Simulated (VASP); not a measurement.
# HfN (I4/mmm) in VASP: notebook, part 2 of 2

VASP 6.6.1. The steps go on from the part before.

### Step 3. Single point, PBE (strain +0.080 along x and y, -0.040 along z)

INCAR reads:

```
ALGO     = Normal         # electronic algorithm
EDIFF    = 1E-6           # SCF threshold, eV
ENCUT    = 520            # plane-wave cutoff, eV
GGA      = PE             # functional
ISIF     = 2              # what is computed and relaxed
ISMEAR   = 0              # smearing method
LASPH    = True           # aspherical terms in the spheres
LCHARG   = False          # write CHGCAR
LREAL    = False          # projectors in reciprocal space
LWAVE    = False          # write WAVECAR
NBANDS   = 14             # bands
NELM     = 80             # most SCF steps
PREC     = Accurate       # precision mode
SIGMA    = 0.15           # smearing width, eV
```

KPOINTS reads:

```
k-points
0
Gamma
  18 18 18
```

POSCAR reads:

```
HfN
1.0
    0.0000000000      2.4397200000      2.1686400000
    2.4397200000      0.0000000000      2.1686400000
    2.4397200000      2.4397200000      0.0000000000
Hf N
1 1
Direct
    0.0000000000      0.0000000000      0.0000000000
    0.5000000000      0.5000000000      0.5000000000
```

Potentials or basis: VASP PAW PBE potentials, release 64 (Hf_pv, N).

Command:

```sh
> cat potpaw_PBE.64/Hf_pv/POTCAR potpaw_PBE.64/N/POTCAR > POTCAR
> mpirun -np 1 vasp_std > vasp.out
```

OUTCAR:

```text
EDIFF = 1E-6
   ENCUT = 520
   GGA = PE
   ISIF = 2
   ISMEAR = 0
   LASPH = True
   LREAL = False
   NELM = 80
   PREC = Accurate

 ion  position               nearest neighbor table
   1  0.000  0.000  0.000-   2 2.17   2 2.17   2 2.44   2 2.44   2 2.44   2 2.44
   2  0.500  0.500  0.500-   1 2.17   1 2.17   1 2.44   1 2.44   1 2.44   1 2.44

  LATTYP: Found a body centered tetragonal cell.
 ALAT       =     3.4502851124
 C/A-ratio  =     1.2570787221

  Lattice vectors:

 A1 = (   0.0000000000,  -2.4397200000,  -2.1686400000)
 A2 = (   0.0000000000,   2.4397200000,  -2.1686400000)
 A3 = (   2.4397200000,   0.0000000000,   2.1686400000)

Analysis of symmetry for initial positions (statically):
=====================================================================
 Subroutine PRICEL returns:
 Original cell was already a primitive cell.

 Routine SETGRP: Setting up the symmetry group for a
 body centered tetragonal supercell.

 Subroutine GETGRP returns: Found 16 space group operations
 (whereof 16 operations were pure point group operations)
 out of a pool of 16 trial point group operations.

The static configuration has the point symmetry D_4h.

Analysis of symmetry for dynamics (positions and initial velocities):
=====================================================================
 Subroutine PRICEL returns:
 Original cell was already a primitive cell.

 Routine SETGRP: Setting up the symmetry group for a
 body centered tetragonal supercell.

 Subroutine GETGRP returns: Found 16 space group operations
 (whereof 16 operations were pure point group operations)
 out of a pool of 16 trial point group operations.

The dynamic configuration has the point symmetry D_4h.

 Subroutine INISYM returns: Found 16 space group operations
 (whereof 16 operations are pure point group operations),
 and found     1 'primitive' translations

[... 123 lines left out ...]
   LEPSILON=     F    determine dielectric tensor
   LRPA    =     F    only Hartree local field effects (RPA)
 non-spin polarized calculation
 Gauss-broadening in eV      SIGMA  =   0.15
  energy-cutoff  :      520.00
  volume of cell :       25.82
 maximum number of plane-waves:       728
   NGX = 13   NGY = 13   NGZ = 13

 number of electron      14.9999999 magnetization

 Free energy of the ion-electron system (eV)
  ---------------------------------------------------
  ext. energy  EPLUGINS =         0.00000000
  ---------------------------------------------------
  free energy    TOTEN  =       -21.33288815 eV

  energy without entropy =      -21.32434589  energy(sigma->0) =      -21.32861702

 E-fermi :   7.4239     XC(G=0): -12.1240

 val. band max:        7.4193659241   @ k =   0.4444   0.1667   0.0556
 cond. band min:       7.4303911038   @ k =  -0.2778   0.3333   0.2222
 fundamental gap:      0.0110251797
 Fermi energy:         7.4239446560

 k-point     1 :       0.0000    0.0000    0.0000
  band No.  band energies     occupation
      1     -24.1682      2.00000
      2     -24.1682      2.00000
      3     -24.0492      2.00000
      4      -9.4917      2.00000
      5       4.3813      2.00000
      6       4.3813      2.00000
      7       4.8476      2.00000
      8       6.8299      2.00000
      9       6.8299      2.00000
     10       6.9793      1.99997
     11       7.9266      0.00000
     12       8.3469      0.00000
     13      11.3936      0.00000
     14      16.8443      0.00000
[... 377 lines left out ...]
      1     -24.4273      2.00000
      2     -24.2154      2.00000
      3     -24.1105      2.00000
      4      -8.6264      2.00000
      5       1.4228      2.00000
      6       2.6698      2.00000
      7       3.3197      2.00000
      8       7.6098      0.07968
      9       8.1255      0.00000
     10       9.1438      0.00000
     11      10.3736      0.00000
     12      11.2911      0.00000
     13      13.1801      0.00000
     14      19.1204      0.00000

 [... further k-points ...]

------------------------ aborting loop because EDIFF is reached ----------------------------------------

  FORCE on cell =-STRESS in cart. coord.  units (eV):
  Direction    XX          YY          ZZ          XY          YZ          ZX
  --------------------------------------------------------------------------------------
  -------------------------------------------------------------------------------------
  Total       -4.5799461     -4.5799461      2.0408209      0.0000000     -0.0000000      0.0000000
  in kB     -284.2323586   -284.2323586    126.6537492      0.0000000     -0.0000000      0.0000000
  external PRESSURE =    -147.2703227 kB  Pullay stress =       0.0000000 kB

 VOLUME and BASIS-vectors are now :
 -----------------------------------------------------------------------------
  energy-cutoff  :      520.00
  volume of cell :       25.82
      direct lattice vectors                 reciprocal lattice vectors
     0.000000000  2.439720000  2.168640000    -0.204941551  0.204941551  0.230559245
     2.439720000  0.000000000  2.168640000     0.204941551 -0.204941551  0.230559245
     2.439720000  2.439720000  0.000000000     0.204941551  0.204941551 -0.230559245

 POSITION                                       TOTAL-FORCE (eV/Angst)
 -----------------------------------------------------------------------------------
      0.00000      0.00000      0.00000        -0.000000      0.000000      0.000000
      2.43972      2.43972      2.16864         0.000000     -0.000000      0.000000
 -----------------------------------------------------------------------------------
    total drift:                                0.000000     -0.000000     -0.000000

  FREE ENERGIE OF THE ION-ELECTRON SYSTEM (eV)
  ---------------------------------------------------
  free  energy   TOTEN  =       -21.3328881496 eV

  energy  without entropy=      -21.3243458874  energy(sigma->0) =      -21.32861702
```

OSZICAR:

```text
N       E                     dE             d eps       ncg     rms          rms(c)
DAV:   1     0.387234345953E+02    0.38723E+02   -0.77736E+03 13448   0.997E+02
DAV:   2    -0.223157096959E+02   -0.61039E+02   -0.56936E+02 17980   0.231E+02
DAV:   3    -0.244807893316E+02   -0.21651E+01   -0.21559E+01 15712   0.358E+01
DAV:   4    -0.244903611932E+02   -0.95719E-02   -0.95706E-02 15976   0.279E+00
DAV:   5    -0.244904323283E+02   -0.71135E-04   -0.71134E-04 15746   0.209E-01    0.429E+01
DAV:   6    -0.214932476159E+02    0.29972E+01   -0.93546E+00 15282   0.222E+01    0.378E+01
DAV:   7    -0.213720692301E+02    0.12118E+00   -0.61531E-01 15072   0.638E+00    0.254E+01
DAV:   8    -0.213441560540E+02    0.27913E-01   -0.19979E-01 15510   0.372E+00    0.697E+00
DAV:   9    -0.213330519293E+02    0.11104E-01   -0.31902E-02 15078   0.138E+00    0.184E+00
DAV:  10    -0.213329131134E+02    0.13882E-03   -0.15776E-03 17758   0.364E-01    0.230E-01
DAV:  11    -0.213328871325E+02    0.25981E-04   -0.91588E-05 15114   0.919E-02    0.309E-02
DAV:  12    -0.213328881724E+02   -0.10400E-05   -0.60838E-06 17374   0.215E-02    0.264E-03
DAV:  13    -0.213328881496E+02    0.22830E-07   -0.80516E-08  8934   0.288E-03
   1 F= -.21332888E+02 E0= -.21328617E+02  d E =-.854226E-02
```

stdout:

```text
POSCAR found type information on POSCAR HfN
 POSCAR found :  2 types and       2 ions
 scaLAPACK will be used
 LDA part: xc-table for (Slater+PW92), standard interpolation
 POSCAR, INCAR and KPOINTS ok, starting setup
 FFT: planning ... GRIDC
 FFT: planning ... GRID_SOFT
 FFT: planning ... GRID
 WAVECAR not read
 entering main loop
```

It took 62 s on 1 thread of Intel Xeon Platinum 8488C (Sapphire Rapids), shared host; peak memory 0.3 GiB.

Results:

| Property | Result |
| --- | --- |
| Free energy | -21.3329 eV |
| Pressure | -14.7 GPa |
| Band gap on the k mesh | zero (an odd number of electrons rules out a gap without spin polarisation) |

Levels at points of the mesh, in eV from the Fermi level:
| k point | band 5 | band 6 | band 7 | band 8 | band 9 | band 10 | band 11 | band 12 |
| --- | --- | --- | --- | --- | --- | --- | --- | --- |
| (0.00, 0.00, 0.00) | -3.04 | -3.04 | -2.58 | -0.59 | -0.59 | -0.44 | 0.50 | 0.92 |
| (0.50, 0.00, 0.00) | -8.27 | -5.79 | -5.78 | 2.48 | 3.38 | 3.71 | 3.73 | 6.37 |
| (0.50, 0.50, 0.00) | -4.58 | -3.95 | -3.95 | -3.55 | 3.61 | 4.34 | 4.64 | 4.64 |
| (0.50, 0.00, 0.50) | -5.67 | -3.60 | -3.19 | -3.17 | 2.47 | 4.00 | 5.14 | 5.32 |

Caveat: the cell differs from its parent crystal (strain +0.080 along x and y, -0.040 along z); the stress differs along the axes, from -28 to 13 GPa; spin-orbit coupling is left out, which moves the levels of the heavy elements; an odd number of electrons without spin polarisation forces a metal; a magnetic or distorted state may lie lower.

### Step 4. Single point, PBE (strain +0.080 along x and y, +0.000 along z)

INCAR reads:

```
SYSTEM = HfN
PREC = Accurate ; ENCUT = 520
EDIFF = 1E-6 ; ISMEAR = 0
SIGMA = 0.15 ; LREAL = .False.
LASPH = .True. ; NELM = 80
ALGO = Normal ; ISIF = 2
LWAVE = .False. ; LCHARG = .True.
GGA = PE ; LELF = .True.
LVHAR = .True. ; NBANDS = 14
```

KPOINTS reads:

```
regular mesh
0
Gamma
  18 18 18
  0 0 0
```

POSCAR reads:

```
HfN
1.0
    0.0000000000      2.4397200000      2.2590000000
    2.4397200000      0.0000000000      2.2590000000
    2.4397200000      2.4397200000      0.0000000000
Hf N
1 1
Direct
    0.0000000000      0.0000000000      0.0000000000
    0.5000000000      0.5000000000      0.5000000000
```

Command:

```sh
> cat potpaw_PBE.64/Hf_pv/POTCAR potpaw_PBE.64/N/POTCAR > POTCAR
> mpirun -np 1 vasp_std > vasp.out
```

Wall time 96 s (1 thread of Intel Xeon Platinum 8488C (Sapphire Rapids), shared host); peak memory 0.31 GiB.

The run converged. Its results:

```yaml
Free_energy: -21.3264 eV
Pressure: -25.6 GPa
Band_gap_on_the_k_mesh: zero (an odd number of electrons rules out a gap without spin polarisation)
```

Stress tensor (GPa, compression positive):
```
-31.99   0.00   0.00
  0.00 -31.99   0.00
  0.00   0.00 -12.75
```

Levels at points of the mesh, in eV from the Fermi level:
```
           k point  band 4  band 5  band 6  band 7  band 8  band 9  band 10  band 11  band 12  band 13
(0.00, 0.00, 0.00)  -16.62   -2.89   -2.89   -2.66   -0.48   -0.48    -0.14     0.22     1.13     2.82
(0.50, 0.00, 0.00)  -14.61   -8.01   -5.49   -5.49    2.49    3.01     3.29     3.62     6.39     7.37
(0.50, 0.50, 0.00)  -15.58   -4.85   -3.75   -3.75   -3.29    3.36     3.93     4.42     4.42     6.85
(0.50, 0.00, 0.50)  -15.66   -5.49   -3.51   -3.34   -3.07    2.72     3.98     4.61     4.76     6.14
```

Caveat: the cell differs from its parent crystal (strain +0.080 along x and y, +0.000 along z); the stress differs along the axes, from -32 to -13 GPa; spin-orbit coupling is left out, which moves the levels of the heavy elements; an odd number of electrons without spin polarisation forces a metal; a magnetic or distorted state may lie lower.

### Step 5. Single point, PBE (strain +0.080 along x and y, +0.040 along z)

INCAR reads:

```
ALGO = Normal
EDIFF = 1E-6
ENCUT = 520
GGA = PE
ISIF = 2
ISMEAR = 0
LASPH = True
LCHARG = False
LREAL = False
LWAVE = False
NBANDS = 14
NELM = 60
PREC = Accurate
SIGMA = 0.15
```

KPOINTS reads:

```
k-points
0
Gamma
  18 18 18
```

POSCAR reads:

```
HfN
1.0
    0.0000000000      2.4397200000      2.3493600000
    2.4397200000      0.0000000000      2.3493600000
    2.4397200000      2.4397200000      0.0000000000
Hf N
1 1
Direct
    0.0000000000      0.0000000000      0.0000000000
    0.5000000000      0.5000000000      0.5000000000
```

Command:

```sh
> cat potpaw_PBE.64/Hf_pv/POTCAR potpaw_PBE.64/N/POTCAR > POTCAR
> mpirun -np 1 vasp_std > vasp.out
```

Wall time 1.7 min (1 thread of Intel Xeon Platinum 8488C (Sapphire Rapids), shared host); peak memory 0.31 GiB.

It converged, with:

```yaml
Free_energy: -21.1842 eV
Pressure: -32.5 GPa
Band_gap_on_the_k_mesh: zero (an odd number of electrons rules out a gap without spin polarisation)
```

Stress tensor (GPa, compression positive):
```
-34.56   0.00   0.00
  0.00 -34.56   0.00
  0.00   0.00 -28.39
```

Levels at points of the mesh, in eV from the Fermi level:
| k point | band 6 | band 7 | band 8 | band 9 | band 10 | band 11 |
| --- | --- | --- | --- | --- | --- | --- |
| (0.00, 0.00, 0.00) | -2.76 | -2.68 | -0.35 | -0.35 | -0.02 | 0.03 |
| (0.50, 0.00, 0.00) | -5.25 | -5.25 | 2.47 | 2.77 | 2.95 | 3.51 |
| (0.50, 0.50, 0.00) | -3.56 | -3.56 | -3.06 | 3.16 | 3.59 | 4.19 |
| (0.50, 0.00, 0.50) | -3.44 | -3.39 | -2.97 | 2.92 | 3.88 | 3.97 |

Caveat: the cell differs from its parent crystal (strain +0.080 along x and y, +0.040 along z); the stress differs along the axes, from -35 to -28 GPa; spin-orbit coupling is left out, which moves the levels of the heavy elements; an odd number of electrons without spin polarisation forces a metal; a magnetic or distorted state may lie lower.

### Step 6. Overview

```csv
cell,gap on the mesh (eV),pressure (GPa)
"a = 3.259, b = 3.259, c = 3.322 Å, angles 59.4, 59.4, 61.3°, 2 atoms",none,-14.9
"a = 3.264, b = 3.264, c = 3.450 Å, angles 58.1, 58.1, 63.8°, 2 atoms",none,-14.7
"a = 3.325, b = 3.325, c = 3.450 Å, angles 58.7, 58.7, 62.5°, 2 atoms",none,-25.6
"a = 3.387, b = 3.387, c = 3.450 Å, angles 59.4, 59.4, 61.2°, 2 atoms",none,-32.5
```

Alike in all rows: task single point; level PBE; potentials or basis VASP PAW PBE potentials, release 64 (Hf_pv, N); no spin polarisation; k mesh 18 × 18 × 18; cutoff (eV) 520; smearing gaussian 0.15 eV.

Caveats: spin-orbit coupling is left out, which moves the levels of the heavy elements; an odd number of electrons without spin polarisation forces a metal; a magnetic or distorted state may lie lower; the stress differs along the axes, from -20 to -6 GPa (at least some runs); the stress differs along the axes, from -28 to 13 GPa (at least some runs); the stress differs along the axes, from -32 to -13 GPa (at least some runs); the stress differs along the axes, from -35 to -28 GPa (at least some runs).

Absolute energies hang on the potentials; compare differences alone.

The gap in the log of VASP goes by the Fermi energy; the results here count the filled bands.